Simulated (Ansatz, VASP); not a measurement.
Cu in VASP and in Ansatz

```
CELL_PARAMETERS angstrom
0.03389 1.80750 1.80750
1.84139 0.00000 1.84139
1.80750 1.80750 0.03389
ATOMIC_POSITIONS crystal
Cu 0.00000 0.00000 0.00000
```

Change from the starting cell: strain +0.0375 x Voigt [0, 0, 0, 0, 1, 0], atoms carried along.

Alike in both runs: task single point; functional PBE; k mesh 22 × 22 × 22; occupations gaussian, width 0.15 eV; no spin polarisation.

|  | VASP | Ansatz |
| --- | --- | --- |
| version | VASP 6.6.1 | Ansatz 0.2.0 |
| potentials or method | VASP PAW PBE potentials, release 64 (Cu), cutoff 520 eV | scalar-relativistic, plane waves, PAW |
| valence electrons in the cell | 11 | 19 |

```csv
,VASP,Ansatz,Ansatz less VASP
gap on the k mesh at the Fermi level (eV),none,none,-
pressure (GPa),2.5,2.0,-0.47
"traceless stress, the component that is largest in VASP (GPa)",-3.38,-3.36,+0.012
```

A gap of «none» marks a metal or a gap that the smearing closes. With one functional, cell and mesh, what is left measures potentials, basis and numerics. VASP's potentials hold 11 valence electrons a cell and Ansatz's 19, so a difference there can come from the potentials and not from the codes.
